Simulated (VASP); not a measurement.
# Rh (Im-3m) in VASP: a series of runs

The runs below take Rh through relaxation of cell and atoms, with LDA.

Program: VASP 6.6.1. These are calculated values, not measurements. Logs are shortened: lines on timing, memory, paths and dates and some standing lists are left out, and cuts for length are marked.

### Step 1. The cell of the first run

Symmetry: Im-3m, No. 229, cubic system. The conventional cell has a = 3.010 Å, b = 3.010 Å, c = 3.010 Å, α = 90.00°, β = 90.00°, γ = 90.00°. Rh (site symmetry m-3m) has 14 Rh at 2.61 to 3.01 Å within 3.4 Å.

This isn't the form of Rh at room conditions, which is fcc.

### Step 2. Relaxation of cell and atoms, LDA, target pressure 5 GPa, at which the enthalpy is minimised

INCAR

```
SYSTEM = Rh
PREC = Accurate
ENCUT = 500
EDIFF = 1E-7
ISMEAR = 0
SIGMA = 0.1
LREAL = .FALSE.
LASPH = .TRUE.
NELM = 120
ALGO = Normal
ISIF = 3
LWAVE = .FALSE.
LCHARG = .FALSE.
IBRION = 2
NSW = 60
EDIFFG = -0.03
PSTRESS = 50.0
GGA_COMPAT = .FALSE.
NELMIN = 4
```

KPOINTS

```
regular mesh
0
G
  12 12 12
  0 0 0
```

POSCAR

```
Rh
1.0
   -1.5050000000      1.5050000000      1.5050000000
    1.5050000000     -1.5050000000      1.5050000000
    1.5050000000      1.5050000000     -1.5050000000
Rh
1
Direct
    0.0000000000      0.0000000000      0.0000000000
```

Potentials or basis: VASP PAW LDA potentials, release 64 (Rh_pv).

On the command line:

```bash
$ cat potpaw_LDA.64/Rh_pv/POTCAR > POTCAR
$ mpirun -np 1 vasp_std > vasp.out
```

OUTCAR:

```text
SYSTEM = Rh
   PREC = Accurate
   ENCUT = 500
   EDIFF = 1E-7
   ISMEAR = 0
   LREAL = .FALSE.
   LASPH = .TRUE.
   NELM = 120
   ISIF = 3
   IBRION = 2
   NSW = 60
   EDIFFG = -0.03
   PSTRESS = 50.0
   NELMIN = 4

 ion  position               nearest neighbor table
   1  0.000  0.000  0.000-

  LATTYP: Found a body centered cubic cell.
 ALAT       =     3.0100000000

  Lattice vectors:

 A1 = (  -1.5050000000,   1.5050000000,   1.5050000000)
 A2 = (   1.5050000000,  -1.5050000000,   1.5050000000)
 A3 = (   1.5050000000,   1.5050000000,  -1.5050000000)

Analysis of symmetry for initial positions (statically):
=====================================================================
 Subroutine PRICEL returns:
 Original cell was already a primitive cell.

 Routine SETGRP: Setting up the symmetry group for a
 body centered cubic supercell.

 Subroutine GETGRP returns: Found 48 space group operations
 (whereof 48 operations were pure point group operations)
 out of a pool of 48 trial point group operations.

The static configuration has the point symmetry O_h .

Analysis of symmetry for dynamics (positions and initial velocities):
=====================================================================
 Subroutine PRICEL returns:
 Original cell was already a primitive cell.

 Routine SETGRP: Setting up the symmetry group for a
 body centered cubic supercell.

 Subroutine GETGRP returns: Found 48 space group operations
 (whereof 48 operations were pure point group operations)
 out of a pool of 48 trial point group operations.

The dynamic configuration has the point symmetry O_h .

 Subroutine INISYM returns: Found 48 space group operations
 (whereof 48 operations are pure point group operations),
 and found     1 'primitive' translations

----------------------------------------------------------------------------------------

                                     Primitive cell

  volume of cell :      13.6355

  direct lattice vectors                    reciprocal lattice vectors
    -1.505000000  1.505000000  1.505000000     0.000000000  0.332225914  0.332225914
     1.505000000 -1.505000000  1.505000000     0.332225914  0.000000000  0.332225914
     1.505000000  1.505000000 -1.505000000     0.332225914  0.332225914  0.000000000

[... 94 lines left out ...]
   EMIN   =  10.00;   EMAX   =-10.00  energy-range for DOS
   EFERMI =   0.00;   METHOD = LEGACY
   ISMEAR =     0;   SIGMA  =   0.10  broadening in eV -4-tet -1-fermi 0-gaus
   EFERMI_NEDOS =   21; number of points for ismear=-14 and -15
   IALGO  =     38    algorithm
   IMIX   =      4    mixing-type and parameters
     AMIX     =   0.40;   BMIX     =  1.00
     AMIX_MAG =   1.60;   BMIX_MAG =  1.00
  volume/ion in A,a.u.               =      13.64        92.02
  Fermi-wavevector in a.u.,A,eV,Ry     =   1.689982  3.193603 38.858773  2.856039
  Thomas-Fermi vector in A             =   2.772011
   LORBIT       =      0    0 simple, 1 ext, 2 COOP (PROOUT), +10 PAW based schemes
   GGA     = CA    functional components
   LHFCALC =     F    Hartree Fock is set to
   AEXX    =    0.0000 exact exchange contribution
   IVDW    =     0    specifies the selected vdW correction
   LEPSILON=     F    determine dielectric tensor
   LRPA    =     F    only Hartree local field effects (RPA)
 conjugate gradient relaxation of ions
 non-spin polarized calculation
 Gauss-broadening in eV      SIGMA  =   0.10
  energy-cutoff  :      500.00
  volume of cell :       13.64
 maximum number of plane-waves:       370
   NGX =  9   NGY =  9   NGZ =  9

--------------------------------------- Ionic step        1  -------------------------------------------

 number of electron      14.9999994 magnetization

 Free energy of the ion-electron system (eV)
  ---------------------------------------------------
  ext. energy  EPLUGINS =         0.00000000
  ---------------------------------------------------
  free energy    TOTEN  =        -8.28543862 eV

  energy without entropy =       -8.27266099  energy(sigma->0) =       -8.27904980

------------------------ aborting loop because EDIFF is reached ----------------------------------------

  FORCE on cell =-STRESS in cart. coord.  units (eV):
  Direction    XX          YY          ZZ          XY          YZ          ZX
  --------------------------------------------------------------------------------------
  -------------------------------------------------------------------------------------
  Total       -0.0045642     -0.0045642     -0.0045642     -0.0000000     -0.0000000      0.0000000
  in kB       -0.5362945     -0.5362945     -0.5362945     -0.0000000     -0.0000000      0.0000000
  external PRESSURE =     -50.5362945 kB  Pullay stress =      50.0000000 kB
[... 61 lines left out ...]
--------------------------------------- Ionic step        3  -------------------------------------------

 number of electron      14.9999997 magnetization

 Free energy of the ion-electron system (eV)
  ---------------------------------------------------
  ext. energy  EPLUGINS =         0.00000000
  ---------------------------------------------------
  free energy    TOTEN  =        -8.28208991 eV

  energy without entropy =       -8.26958817  energy(sigma->0) =       -8.27583904

 E-fermi :  12.0144     XC(G=0): -14.4944

 val. band max:       11.9979017539   @ k =   0.2500   0.1667   0.0000
 cond. band min:      12.0321838939   @ k =   0.3333   0.0833   0.0000
 fundamental gap:      0.0342821400
 Fermi energy:        12.0144202068

 k-point     1 :       0.0000    0.0000    0.0000
  band No.  band energies     occupation
      1     -33.8576      2.00000
      2     -33.8576      2.00000
      3     -33.8576      2.00000
      4       3.9628      2.00000
      5       8.8732      2.00000
      6       8.8732      2.00000
      7       8.8732      2.00000
      8      11.5233      2.00000
      9      11.5233      2.00000
     10      30.4578      0.00000
     11      30.4578      0.00000
[... 309 lines left out ...]
 k-point    24 :       0.4167    0.0833    0.0833
  band No.  band energies     occupation
      1     -34.6312      2.00000
      2     -34.1688      2.00000
      3     -33.9131      2.00000
      4       6.2696      2.00000
      5       7.2577      2.00000
      6      11.0544      2.00000
      7      11.5769      2.00000
      8      11.9305      1.76460
      9      16.4067      0.00000
     10      21.5783      0.00000
     11      26.5647      0.00000

 [... further k-points ...]

------------------------ aborting loop because EDIFF is reached ----------------------------------------

  FORCE on cell =-STRESS in cart. coord.  units (eV):
  Direction    XX          YY          ZZ          XY          YZ          ZX
  --------------------------------------------------------------------------------------
  -------------------------------------------------------------------------------------
  Total        0.4108918      0.4108918      0.4108918      0.0000000      0.0000000      0.0000000
  in kB       49.0866253     49.0866253     49.0866253      0.0000000      0.0000000      0.0000000
  external PRESSURE =      -0.9133747 kB  Pullay stress =      50.0000000 kB
[... 20 lines left out ...]
  energy  without entropy=       -8.2695881716  energy(sigma->0) =       -8.27583904

  enthalpy is  TOTEN    =        -7.8635524529 eV   P V=        0.4185374550

 reached required accuracy - stopping structural energy minimisation
```

OSZICAR:

```text
N       E                     dE             d eps       ncg     rms          rms(c)
DAV:   1     0.110146648304E+03    0.11015E+03   -0.91903E+03  1584   0.142E+03
DAV:   2    -0.731316195614E+01   -0.11746E+03   -0.11301E+03  1635   0.382E+02
DAV:   3    -0.874016902306E+01   -0.14270E+01   -0.14074E+01  1779   0.480E+01
[... 21 lines left out ...]
DAV:   3    -0.828126849055E+01    0.61871E-02   -0.21093E-02  1656   0.201E+00    0.727E-01
DAV:   4    -0.828196832246E+01   -0.69983E-03   -0.32652E-03  1614   0.733E-01    0.111E-01
DAV:   5    -0.828210742721E+01   -0.13910E-03   -0.13334E-04  1739   0.135E-01    0.275E-02
DAV:   6    -0.828208993311E+01    0.17494E-04   -0.62742E-06  1632   0.383E-02    0.457E-03
DAV:   7    -0.828208990790E+01    0.25217E-07   -0.60643E-08  1253   0.324E-03
   3 F= -.78635525E+01 E0= -.78573016E+01  d E =-.364259E-02
```

It took 8.1 s on 1 thread of Intel Xeon 6975P-C (Granite Rapids), shared host; peak memory 0.13 GiB.

What came out:

```
Free energy                                                : -8.2821 eV
Relaxed volume                                             : 13.41 Å³/atom
Relaxed cell                                               : a = 2.592 Å, b = 2.592 Å, c = 2.592 Å, α = 109.47°, β = 109.47°, γ = 109.47°
Space group after relaxing (to 0.1 Å)                      : Im-3m (No. 229)
Energy change on relaxing (the run minimises the enthalpy) : +3.3 meV/atom
Ionic steps                                                : 3
Pressure after relaxing                                    : 4.9 GPa
Band gap on the k mesh                                     : zero (an odd number of electrons rules out a gap without spin polarisation)
```

The path:
| step | energy change (eV) | largest force (eV/Å) | pressure (GPa) | volume (Å³) |
| --- | --- | --- | --- | --- |
| 1 | 0.0000 | 0.0000 | -0.05 | 13.64 |
| 2 | 0.0514 | 0.0000 | 21.19 | 12.80 |
| 3 | 0.0033 | 0.0000 | 4.91 | 13.41 |

Final structure:
```
Rh
1.0
    -1.49671    1.49671    1.49671
     1.49671   -1.49671    1.49671
     1.49671    1.49671   -1.49671
Rh
1
Direct
  0.00000 0.00000 0.00000
```

Caveat: the cell is relaxed towards a set pressure, so the run minimises the enthalpy, not the energy.

### Step 3. Relaxation of cell and atoms, LDA, target pressure 10 GPa, at which the enthalpy is minimised

INCAR

```
SYSTEM = Rh
ALGO = Normal ; EDIFF = 1E-7
EDIFFG = -0.03 ; ENCUT = 500
GGA = CA ; GGA_COMPAT = .False.
IBRION = 2 ; ISIF = 3
ISMEAR = 0 ; LASPH = .True.
LCHARG = .False. ; LREAL = .False.
LWAVE = .False. ; NELM = 120
NELMIN = 4 ; NSW = 60
PREC = Accurate ; PSTRESS = 100.0
SIGMA = 0.1
```

KPOINTS

```
k-points
0
Gamma
  12 12 12
  0 0 0
```

POSCAR is that of step 2.

Potentials or basis: VASP PAW LDA potentials, release 64 (Rh_pv).

On the command line:

```bash
$ cat potpaw_LDA.64/Rh_pv/POTCAR > POTCAR
$ mpirun -np 1 vasp_std > vasp.out
```

Wall time 11 s (1 thread of Intel Xeon 6975P-C (Granite Rapids), shared host); peak memory 0.13 GiB.

Results (log left out):

- Free energy: -8.2725 eV
- Relaxed volume: 13.20 Å³/atom
- Relaxed cell: a = 2.579 Å, b = 2.579 Å, c = 2.579 Å, α = 109.47°, β = 109.47°, γ = 109.47°
- Space group after relaxing (to 0.1 Å): Im-3m (No. 229)
- Energy change on relaxing (the run minimises the enthalpy): +12.9 meV/atom
- Ionic steps: 4
- Pressure after relaxing: 10.0 GPa
- Band gap on the k mesh: zero (an odd number of electrons rules out a gap without spin polarisation)

Step by step:
| step | energy change (eV) | largest force (eV/Å) | pressure (GPa) | volume (Å³) |
| --- | --- | --- | --- | --- |
| 1 | 0.0000 | 0.0000 | -0.05 | 13.64 |
| 2 | 0.2219 | 0.0000 | 49.84 | 12.02 |
| 3 | 0.0120 | 0.0000 | 9.55 | 13.22 |
| 4 | 0.0129 | 0.0000 | 9.96 | 13.20 |

Final structure:
```xyz
1
Lattice="-1.4890 1.4890 1.4890 1.4890 -1.4890 1.4890 1.4890 1.4890 -1.4890" Properties=species:S:1:pos:R:3 pbc="T T T"
Rh    0.0000    0.0000    2.9779
```

Levels at points of the mesh, in eV from the Fermi level:
| k point | band 5 | band 6 | band 7 | band 8 | band 9 | band 10 | band 11 |
| --- | --- | --- | --- | --- | --- | --- | --- |
| (0.00, 0.00, 0.00) | -3.22 | -3.22 | -3.22 | -0.51 | -0.51 | 18.46 | 18.46 |
| (0.50, 0.00, 0.00) | -4.88 | -0.57 | -0.11 | 1.25 | 1.77 | 9.96 | 14.63 |
| (0.50, 0.50, 0.50) | -6.41 | 1.20 | 1.20 | 1.20 | 9.66 | 9.66 | 9.66 |

Caveat: the cell is relaxed towards a set pressure, so the run minimises the enthalpy, not the energy.

### Step 4. Relaxation of cell and atoms, LDA, target pressure 20 GPa, at which the enthalpy is minimised

INCAR

```
  PREC = Accurate
  ENCUT = 500
  EDIFF = 1E-7
  ISMEAR = 0
  SIGMA = 0.1
  LREAL = False
  LASPH = True
  NELM = 120
  ALGO = Normal
  ISIF = 3
  LWAVE = False
  LCHARG = False
  IBRION = 2
  NSW = 60
  EDIFFG = -0.03
  PSTRESS = 200.0
  GGA_COMPAT = False
  NELMIN = 4
```

KPOINTS

```
regular mesh
0
Gamma
  12 12 12
```

POSCAR is that of step 3.

On the command line:

```bash
$ cat potpaw_LDA.64/Rh_pv/POTCAR > POTCAR
$ mpirun -np 1 vasp_std > vasp.out
```

Wall time 12 s (1 thread of Intel Xeon 6975P-C (Granite Rapids), shared host); peak memory 0.13 GiB.

Results (log left out):

| Property | Result |
| --- | --- |
| Free energy | -8.2384 eV |
| Relaxed volume | 12.84 Å³/atom |
| Relaxed cell | a = 2.555 Å, b = 2.555 Å, c = 2.555 Å, α = 109.47°, β = 109.47°, γ = 109.47° |
| Space group after relaxing (to 0.1 Å) | Im-3m (No. 229) |
| Energy change on relaxing (the run minimises the enthalpy) | +47.0 meV/atom |
| Ionic steps | 5 |
| Pressure after relaxing | 20.1 GPa |
| Band gap on the k mesh | zero (an odd number of electrons rules out a gap without spin polarisation) |

Step by step:
```
step  energy change (eV)  largest force (eV/Å)  pressure (GPa)  volume (Å³)
   1              0.0000                0.0000           -0.05        13.64
   2              1.0526                0.0000          140.15        10.54
   3              0.0390                0.0000           18.13        12.91
   4              0.0445                0.0000           19.44        12.86
   5              0.0470                0.0000           20.09        12.84
```

Final structure:
```
Rh
1.0
    -1.47507    1.47507    1.47507
     1.47507   -1.47507    1.47507
     1.47507    1.47507   -1.47507
Rh
1
Direct
  0.00000 0.00000 0.00000
```

Levels at points of the mesh, in eV from the Fermi level:
```tsv
k point	band 4	band 5	band 6	band 7	band 8	band 9	band 10	band 11
(0.00, 0.00, 0.00)	-8.37	-3.36	-3.36	-3.36	-0.54	-0.54	18.47	18.47
(0.50, 0.00, 0.00)	-6.63	-5.09	-0.60	-0.11	1.24	1.86	10.30	14.66
(0.50, 0.50, 0.50)	-6.70	-6.70	1.26	1.26	1.26	9.81	9.81	9.81
```

Caveat: the cell is relaxed towards a set pressure, so the run minimises the enthalpy, not the energy.

### Step 5. Summary

| cell | gap on the mesh (eV) | pressure (GPa) |
| --- | --- | --- |
| relaxed to 5 GPa | none | 4.9 |
| relaxed to 10 GPa | none | 10.0 |
| relaxed to 20 GPa | none | 20.1 |

Alike in all rows: task relaxation of cell and atoms; level LDA; potentials or basis VASP PAW LDA potentials, release 64 (Rh_pv); no spin polarisation; k mesh 12 × 12 × 12; cutoff (eV) 500; smearing gaussian 0.1 eV.

Caveats: the cell is relaxed towards a set pressure, so the run minimises the enthalpy, not the energy.

Total energies depend on the potentials used, so only differences within one code and one set of settings carry meaning.
